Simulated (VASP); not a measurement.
Input of a VASP 6.6.1 run:

Contents of INCAR:

```
PREC = Accurate
ENCUT = 500
EDIFF = 1E-6
ISMEAR = 0
SIGMA = 0.1
LREAL = F
LASPH = T
NELM = 120
ALGO = Normal
ISIF = 2
LWAVE = F
LCHARG = T
GGA = RP
LELF = T
LVHAR = T
NBANDS = 17
GGA_COMPAT = F
```

File KPOINTS:

```
regular mesh
0
Gamma
  4 4 4
```

File POSCAR:

```
SnTe
1.0
    0.0000000000      3.6111460000      3.6111460000
    3.6111460000      0.0000000000      3.6111460000
    3.6111460000      3.6111460000      0.0000000000
Sn Te
1 1
Direct
    0.0000000000      0.0000000000      0.0000000000
    0.7500000000      0.7500000000      0.7500000000
```

Potentials or basis: VASP PAW PBE potentials, release 64 (Sn_d, Te).

Run with:

```console
$ cat potpaw_PBE.64/Sn_d/POTCAR potpaw_PBE.64/Te/POTCAR > POTCAR
$ mpirun -np 1 vasp_std > vasp.out
```

Task: What does it give for the band gap on the k mesh?

Result: 0.19 eV, indirect (least direct gap 0.86 eV).

Task: What does it give for the pressure?

Result: 0.8 GPa.

Caveat: the PAW data sets were made with another functional, which shifts forces and pressure a little; spin-orbit coupling is left out, which moves the levels of the heavy elements. A k mesh can miss the band edges.
